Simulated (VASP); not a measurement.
# BaTe (P6_3/mmc) in VASP: settings compared

The runs below take BaTe through single point, with PBE, LDA.

All numbers are computed with VASP 6.6.1; they aren't measurements. Logs are shortened: lines on timing, memory, paths and dates and some standing lists are left out, and cuts for length are marked.

### Step 1. The cell of the first run

Symmetry: P6_3/mmc, No. 194, hexagonal system. Conventional cell: a = 4.895 Å, b = 4.895 Å, c = 8.584 Å, α = 90.00°, β = 90.00°, γ = 120.00°. Ba (site symmetry -3m) has 6 Te at 3.55 Å and 2 Ba at 4.29 Å within 4.7 Å. Te (site symmetry -6m2) has 6 Ba at 3.55 Å within 4.7 Å.

### Step 2. Single point, PBE

INCAR

```
SYSTEM = BaTe
  ALGO = Normal
  EDIFF = 1E-6
  ENCUT = 520
  GGA = PE
  ISIF = 2
  ISMEAR = 0
  LASPH = .TRUE.
  LCHARG = .TRUE.
  LELF = .TRUE.
  LREAL = .FALSE.
  LVHAR = .TRUE.
  LWAVE = .FALSE.
  NBANDS = 24
  NELM = 60
  PREC = Accurate
  SIGMA = 0.01
```

KPOINTS

```
k-points
0
G
  6 6 4
  0 0 0
```

POSCAR

```
BaTe
1.0
    4.8953716053      0.0000000000      0.0000000000
   -2.4476858027      4.2395161711      0.0000000000
    0.0000000000      0.0000000000      8.5840688924
Ba Te
2 2
Direct
    0.0000000000      0.0000000000      0.0000000000
    0.0000000000      0.0000000000      0.5000000000
    0.3333333333      0.6666666667      0.2500000000
    0.6666666667      0.3333333333      0.7500000000
```

Potentials or basis: VASP PAW PBE potentials, release 64 (Ba_sv, Te).

Run with:

```
> cat potpaw_PBE.64/Ba_sv/POTCAR potpaw_PBE.64/Te/POTCAR > POTCAR
> mpirun -np 1 vasp_std > vasp.out
```

OUTCAR:

```text
SYSTEM = BaTe
   EDIFF = 1E-6
   ENCUT = 520
   GGA = PE
   ISIF = 2
   ISMEAR = 0
   LASPH = .TRUE.
   LREAL = .FALSE.
   NELM = 60
   PREC = Accurate

 ion  position               nearest neighbor table
   1  0.000  0.000  0.000-   3 3.55   4 3.55   3 3.55   4 3.55   4 3.55   3 3.55   2 4.29   2 4.29

   2  0.000  0.000  0.500-   3 3.55   4 3.55   3 3.55   4 3.55   4 3.55   3 3.55   1 4.29   1 4.29

   3  0.333  0.667  0.250-   1 3.55   2 3.55   1 3.55   2 3.55   1 3.55   2 3.55
   4  0.667  0.333  0.750-   1 3.55   2 3.55   1 3.55   2 3.55   1 3.55   2 3.55

  LATTYP: Found a hexagonal cell.
 ALAT       =     4.8953716053
 C/A-ratio  =     1.7535071052

  Lattice vectors:

 A1 = (   4.8953716053,   0.0000000000,   0.0000000000)
 A2 = (  -2.4476858027,   4.2395161711,   0.0000000000)
 A3 = (   0.0000000000,   0.0000000000,   8.5840688924)

Analysis of symmetry for initial positions (statically):
=====================================================================
 Subroutine PRICEL returns:
 Original cell was already a primitive cell.

 Routine SETGRP: Setting up the symmetry group for a
 hexagonal supercell.

 Subroutine GETGRP returns: Found 24 space group operations
 (whereof 12 operations were pure point group operations)
 out of a pool of 24 trial point group operations.

The static configuration has the point symmetry D_3d.
 The point group associated with its full space group is D_6h.

Analysis of symmetry for dynamics (positions and initial velocities):
=====================================================================
 Subroutine PRICEL returns:
 Original cell was already a primitive cell.

 Routine SETGRP: Setting up the symmetry group for a
 hexagonal supercell.

 Subroutine GETGRP returns: Found 24 space group operations
 (whereof 12 operations were pure point group operations)
 out of a pool of 24 trial point group operations.

The dynamic configuration has the point symmetry D_3d.
 The point group associated with its full space group is D_6h.

 Subroutine INISYM returns: Found 24 space group operations
 (whereof 12 operations are pure point group operations),
 and found     1 'primitive' translations

----------------------------------------------------------------------------------------

                                     Primitive cell
[... 87 lines left out ...]
   LSORBIT =      F    spin-orbit coupling
   LASPH  =      T    aspherical Exc in radial PAW
   ENCUT  =  520.0 eV  38.22 Ry    6.18 a.u.   9.10  9.10 15.96*2*pi/ulx,y,z
   NELM   =     60;   NELMIN=  2; NELMDL= -5     # of ELM steps
   EDIFF  = 0.1E-05   stopping-criterion for ELM
   LREAL  =      F    real-space projection
   EDIFFG = 0.1E-04   stopping-criterion for IOM
   NSW    =      0    number of steps for IOM
   IBRION =     -1    ionic relax: 0-MD 1-quasi-New 2-CG
   NFREE  =      0    steps in history (QN), initial steepest desc. (CG)
   ISIF   =      2    stress and relaxation
   ISYM   =      2    0-nonsym 1-usesym 2-fastsym
   POTIM  = 0.5000    time-step for ionic-motion
   TEBEG  =    0.0;   TEEND  =   0.0 temperature during run
   PSTRESS=    0.0 pullay stress
   NELECT =      32.0000    total number of electrons
   NUPDOWN=      -1.0000    fix difference up-down
   EMIN   =  10.00;   EMAX   =-10.00  energy-range for DOS
   EFERMI =   0.00;   METHOD = LEGACY
   ISMEAR =     0;   SIGMA  =   0.01  broadening in eV -4-tet -1-fermi 0-gaus
   EFERMI_NEDOS =   21; number of points for ismear=-14 and -15
   IALGO  =     38    algorithm
   IMIX   =      4    mixing-type and parameters
     AMIX     =   0.40;   BMIX     =  1.00
     AMIX_MAG =   1.60;   BMIX_MAG =  1.00
  volume/ion in A,a.u.               =      44.54       300.56
  Fermi-wavevector in a.u.,A,eV,Ry     =   0.923690  1.745522 11.608545  0.853204
  Thomas-Fermi vector in A             =   2.049355
   LORBIT       =      0    0 simple, 1 ext, 2 COOP (PROOUT), +10 PAW based schemes
   GGA     = PE    functional components
   LHFCALC =     F    Hartree Fock is set to
   AEXX    =    0.0000 exact exchange contribution
   IVDW    =     0    specifies the selected vdW correction
   LEPSILON=     F    determine dielectric tensor
   LRPA    =     F    only Hartree local field effects (RPA)
 non-spin polarized calculation
 Gauss-broadening in eV      SIGMA  =   0.01
  energy-cutoff  :      520.00
  volume of cell :      178.15
 maximum number of plane-waves:      4820
   NGX = 19   NGY = 19   NGZ = 31

 number of electron      32.0000001 magnetization

 Free energy of the ion-electron system (eV)
  ---------------------------------------------------
  ext. energy  EPLUGINS =         0.00000000
  ---------------------------------------------------
  free energy    TOTEN  =       -16.96286390 eV

  energy without entropy =      -16.96286390  energy(sigma->0) =      -16.96286390

 E-fermi :   2.2268     XC(G=0):  -8.0763

 val. band max:        2.1530333813   @ k =   0.0000   0.0000   0.0000
 cond. band min:       3.8210853710   @ k =   0.5000   0.0000   0.0000
 fundamental gap:      1.6680519897
 Fermi energy:         2.2267503446

 k-point     1 :       0.0000    0.0000    0.0000
  band No.  band energies     occupation
      1     -25.1574      2.00000
      2     -25.1329      2.00000
      3     -10.7589      2.00000
      4     -10.3060      2.00000
      5     -10.3060      2.00000
      6     -10.2572      2.00000
[... 556 lines left out ...]
     23       6.9211      0.00000
     24       6.9211      0.00000

------------------------ aborting loop because EDIFF is reached ----------------------------------------

  FORCE on cell =-STRESS in cart. coord.  units (eV):
  Direction    XX          YY          ZZ          XY          YZ          ZX
  --------------------------------------------------------------------------------------
  -------------------------------------------------------------------------------------
  Total        0.3908461      0.3908461      0.4820203     -0.0000000     -0.0000000      0.0000000
  in kB        3.5149667      3.5149667      4.3349167     -0.0000000     -0.0000000      0.0000000
  external PRESSURE =       3.7882834 kB  Pullay stress =       0.0000000 kB

 VOLUME and BASIS-vectors are now :
 -----------------------------------------------------------------------------
  energy-cutoff  :      520.00
  volume of cell :      178.15
      direct lattice vectors                 reciprocal lattice vectors
     4.895371605  0.000000000  0.000000000     0.204274584  0.117937986  0.000000000
    -2.447685803  4.239516171  0.000000000     0.000000000  0.235875973  0.000000000
     0.000000000  0.000000000  8.584068892     0.000000000  0.000000000  0.116494871

 POSITION                                       TOTAL-FORCE (eV/Angst)
 -----------------------------------------------------------------------------------
      0.00000      0.00000      0.00000        -0.000000      0.000000      0.000000
      0.00000      0.00000      4.29203        -0.000000      0.000000      0.000000
     -0.00000      2.82634      2.14602        -0.000000     -0.000000     -0.000000
      2.44769      1.41317      6.43805         0.000000     -0.000000     -0.000000
 -----------------------------------------------------------------------------------
    total drift:                               -0.000000      0.000000     -0.000000

  FREE ENERGIE OF THE ION-ELECTRON SYSTEM (eV)
  ---------------------------------------------------
  free  energy   TOTEN  =       -16.9628638958 eV

  energy  without entropy=      -16.9628638958  energy(sigma->0) =      -16.96286390
```

Wall time 58 s (1 thread of Intel Xeon Platinum 8559C (Emerald Rapids), shared host); peak memory 0.31 GiB.

What came out:

* Free energy: -16.9629 eV
* Pressure: 0.4 GPa
* Band gap on the k mesh: 1.67 eV, indirect (least direct gap 1.72 eV)

Caveat: spin-orbit coupling is left out, which moves the levels of the heavy elements. A k mesh can miss the band edges.

### Step 3. Single point, LDA

INCAR

```
PREC = Accurate
ENCUT = 520
EDIFF = 1E-6
ISMEAR = 0
SIGMA = 0.01
LREAL = False
LASPH = True
NELM = 100
ALGO = Normal
ISIF = 2
LWAVE = False
LCHARG = False
GGA = CA
NBANDS = 24
```

KPOINTS

```
Automatic mesh
0
Gamma
  6 6 4
```

POSCAR is that of step 2.

Potentials or basis: VASP PAW LDA potentials, release 64 (Ba_sv, Te).

Run with:

```
> cat potpaw_LDA.64/Ba_sv/POTCAR potpaw_LDA.64/Te/POTCAR > POTCAR
> mpirun -np 1 vasp_std > vasp.out
```

Run time: 52 s. Hardware: 1 thread of Intel Xeon Platinum 8559C (Emerald Rapids), shared host; peak memory 0.27 GiB.

The run converged. Its results:

```
Free energy            : -18.8194 eV
Pressure               : -2.0 GPa
Band gap on the k mesh : 1.53 eV, indirect (least direct gap 1.58 eV)
```

Stress tensor (GPa, compression positive):
```
-1.97  0.00  0.00
 0.00 -1.97  0.00
 0.00  0.00 -2.13
```

Levels at points of the mesh, in eV from the valence-band top:
```
           k point  band 13  band 14  band 15  band 16  band 17  band 18  band 19  band 20
(0.00, 0.00, 0.00)    -0.99    -0.24     0.00     0.00     1.58     2.50     2.94     2.94
(0.50, 0.00, 0.00)    -1.12    -1.07    -0.77    -0.37     1.53     2.83     4.39     4.41
(0.00, 0.00, 0.50)    -0.58    -0.58    -0.58    -0.58     2.86     2.86     3.44     3.44
(0.50, 0.00, 0.50)    -1.00    -1.00    -0.77    -0.77     2.34     2.34     4.01     4.01
```

Caveat: spin-orbit coupling is left out, which moves the levels of the heavy elements. A k mesh can miss the band edges.
